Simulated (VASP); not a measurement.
Write the native input for VASP 6.6.1 that does the following.

```
Task                   : single point
Functional             : r2SCAN
Potentials or basis    : VASP PAW PBE potentials, release 64 (Co)
Cutoff                 : 520 eV
k mesh                 : 17 × 17 × 12
Occupations            : fermi-dirac, width 0.1 eV
Spin                   : no spin polarisation
Dipole correction      : no
Further INCAR settings : ALGO = Normal; EDIFF = 1e-06; NBANDS = 16
```

Crystal: Co.

```
Co
1.0
    -2.12011    2.12004    1.21278
     2.12004   -2.12011    1.21278
     2.12040    2.12040   -1.21290
Co
2
Direct
  0.99999 0.00001 0.00000
  0.75001 0.24999 0.50000
```

One way to write it, as run:

POSCAR

```
Co
1.0
   -2.1201073932      2.1200417444      1.2127754861
    2.1200417444     -2.1201073932      1.2127754861
    2.1203967051      2.1203967051     -1.2128957221
Co
2
Direct
    0.9999945772      0.0000054228      1.0000000000
    0.7500054228      0.2499945772      0.5000000000
```

INCAR.step1

```
SYSTEM = Co
ALGO     = Normal         ! electronic algorithm
EDIFF    = 1E-4           ! SCF threshold, eV
ENCUT    = 520            ! plane-wave cutoff, eV
GGA      = PE             ! functional
ISMEAR   = -1             ! smearing method
LASPH    = .TRUE.         ! aspherical terms in the spheres
LCHARG   = .FALSE.        ! write CHGCAR
LREAL    = .FALSE.        ! projectors in reciprocal space
LWAVE    = .TRUE.         ! write WAVECAR
NBANDS   = 16             ! bands
NELM     = 60             ! most SCF steps
PREC     = Accurate       ! precision mode
SIGMA    = 0.1            ! smearing width, eV
```

INCAR.step2

```
SYSTEM = Co
ALGO     = Normal         ! electronic algorithm
EDIFF    = 1E-6           ! SCF threshold, eV
ENCUT    = 520            ! plane-wave cutoff, eV
ISIF     = 2              ! what is computed and relaxed
ISMEAR   = -1             ! smearing method
ISTART   = 1            
LASPH    = .TRUE.         ! aspherical terms in the spheres
LCHARG   = .FALSE.        ! write CHGCAR
LMIXTAU  = .TRUE.       
LREAL    = .FALSE.        ! projectors in reciprocal space
LWAVE    = .FALSE.        ! write WAVECAR
METAGGA  = R2SCAN         ! meta-GGA
NBANDS   = 16             ! bands
NELM     = 60             ! most SCF steps
PREC     = Accurate       ! precision mode
SIGMA    = 0.1            ! smearing width, eV
```

KPOINTS

```
k-points
0
G
  17 17 12
  0 0 0
```

Potentials or basis: VASP PAW PBE potentials, release 64 (Co).

Launch:

```sh
$ cat potpaw_PBE.64/Co/POTCAR > POTCAR
$ cp INCAR.step1 INCAR
$ mpirun -np 1 vasp_std > vasp.out
$ cp INCAR.step2 INCAR
$ mpirun -np 1 vasp_std > vasp.out
```

It gave:

```json
{
  "Pressure": "0.5 GPa",
  "Band gap on the k mesh": "zero (bands 9 and 10 overlap by 1.41 eV)"
}
```

Caveat: the PAW data sets were made with another functional, which shifts forces and pressure a little; the run has no spin polarisation, though such a crystal can be magnetic.

Run time: 6.3 min on 1 thread of Intel(R) Xeon(R) Platinum 8488C (Sapphire Rapids) (shared host), peak memory 0.38 GiB.
